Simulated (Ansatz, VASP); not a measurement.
## One calculation of Hf, two programs

```
Hf
1.0
    -0.02220    2.20890    2.20890
     2.20890   -0.02220    2.20890
     2.20890    2.20890   -0.02220
Hf
1
Direct
  0.00000 0.00000 0.00000
```

Change from the starting cell: equal xy, yz and zx shear strains of -1 %, crystal datasets.

Alike in both runs: task electric field gradients; functional PBEsol; k mesh 16 × 16 × 16; occupations fermi-dirac, width 0.03 eV; no spin polarisation.

|  | VASP | Ansatz |
| --- | --- | --- |
| version | VASP 6.6.1 | Ansatz 0.2.0 |
| potentials or method | VASP PAW PBE potentials, release 64 (Hf_pv), cutoff 520 eV | all-electron PAW with datasets made for the crystal, scalar-relativistic |

```tsv
	VASP	Ansatz	Ansatz less VASP
pressure (GPa)	-2.0	-1.6	+0.43
traceless stress, the component that is largest in VASP (GPa)	0.56	0.56	-0.003
size of Vzz on the site where it differs most (V/Å²)	24.7	25.2	+0.52
```

VASP's potentials were made for PBE, not for PBEsol. Ansatz ran all-electron here, and VASP with PAW potentials.

Neither program's run includes spin-orbit coupling.
